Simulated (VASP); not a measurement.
**MgB2: single point with PBEsol**

Crystal: MgB2.

```
CELL_PARAMETERS angstrom
3.04806 0.00000 0.00000
-1.52403 2.63970 0.00000
0.00000 0.00000 3.46496
ATOMIC_POSITIONS crystal
Mg 0.00000 0.00000 0.00000
B 0.33333 0.66667 0.50000
B 0.66667 0.33333 0.50000
```

This cell differs from its parent crystal: volume scaled by 0.98, then relaxed in part.

* Program: VASP 6.6.1
* Task: single point
* Functional: PBEsol
* Potentials or basis: VASP PAW PBE potentials, release 64 (Mg, B)
* Cutoff: 520 eV
* k mesh: 15 × 15 × 12
* Occupations: fermi-dirac, width 0.15 eV
* Spin: no spin polarisation

- Pressure: 3.1 GPa
- Band gap on the k mesh: zero (band 4 reaches 7.35 eV, above the bottom of band 5 at 3.39 eV)

Stress tensor (GPa, compression positive):
```
3.18 0.00 0.00
0.00 3.18 0.00
0.00 0.00 2.95
```

Levels at points of the mesh, in eV from the Fermi level:
```csv
k point,band 1,band 2,band 3,band 4,band 5,band 6,band 7,band 8
"(0.00, 0.00, 0.00)",-12.64,-2.96,0.39,0.39,1.81,6.42,6.42,8.49
"(0.00, 0.00, 0.50)",-11.28,-7.62,0.80,0.80,6.73,6.73,8.15,10.42
```

Wall time 17 s on 1 thread of Intel(R) Xeon(R) 6975P-C (Granite Rapids), with other jobs on the host, peak memory 0.18 GiB.

Caveat: the PAW data sets were made with another functional, which shifts forces and pressure a little.
